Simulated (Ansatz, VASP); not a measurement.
Two plane-wave programs on Pt

```
Pt
1.0
     0.00000    2.11734    1.81435
     2.11734    0.00000    1.81435
     2.11734    2.11734    0.00000
Pt
1
Direct
  0.00000 0.00000 0.00000
```

Alike in both runs: task single point; functional PBE; k mesh 22 × 22 × 22; occupations gaussian, width 0.15 eV; no spin polarisation.

```csv
,VASP,Ansatz
version,VASP 6.6.1,Ansatz 0.2.0
potentials or method,"VASP PAW PBE potentials, release 64 (Pt), cutoff 520 eV","scalar-relativistic, plane waves, PAW"
valence electrons in the cell,10,18
```

Ansatz gave:

```
gap on the k mesh at the Fermi level (eV)                     : none
pressure (GPa)                                                : -7.5
traceless stress, the component that is largest in VASP (GPa) : 3.70
```

**Question.** Which values does VASP return?

**Answer.** gap on the k mesh at the Fermi level (eV): none; pressure (GPa): -7.9; traceless stress, the component that is largest in VASP (GPa): 3.68.

A gap of «none» marks a metal or a gap that the smearing closes. VASP's potentials hold 10 valence electrons a cell and Ansatz's 18, so a difference there can come from the potentials and not from the codes.

Spin-orbit coupling is off throughout.
